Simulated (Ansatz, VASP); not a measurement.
# Two plane-wave programs on Pb

```xyz
1
Lattice="0.0000 2.5704 2.5704 2.5704 0.0000 2.5704 2.5704 2.5704 0.0000" Properties=species:S:1:pos:R:3 pbc="T T T"
Pb    0.0000    0.0000    0.0000
```

Alike in both runs: task single point; functional PBE; k mesh 14 × 14 × 14; occupations gaussian, width 0.1 eV; no spin polarisation.

```csv
,VASP,Ansatz
version,VASP 6.6.1,Ansatz 0.2.0
potentials or method,"VASP PAW PBE potentials, release 64 (Pb_d), cutoff 520 eV","scalar-relativistic, plane waves, PAW"
valence electrons in the cell,14,14
```

```csv
,VASP,Ansatz,Ansatz less VASP
gap on the k mesh at the Fermi level (eV),none,none,-
pressure (GPa),-2.1,-2.0,+0.05
```

A gap of «none» marks a metal or a gap that the smearing closes.

Neither program's run includes spin-orbit coupling.
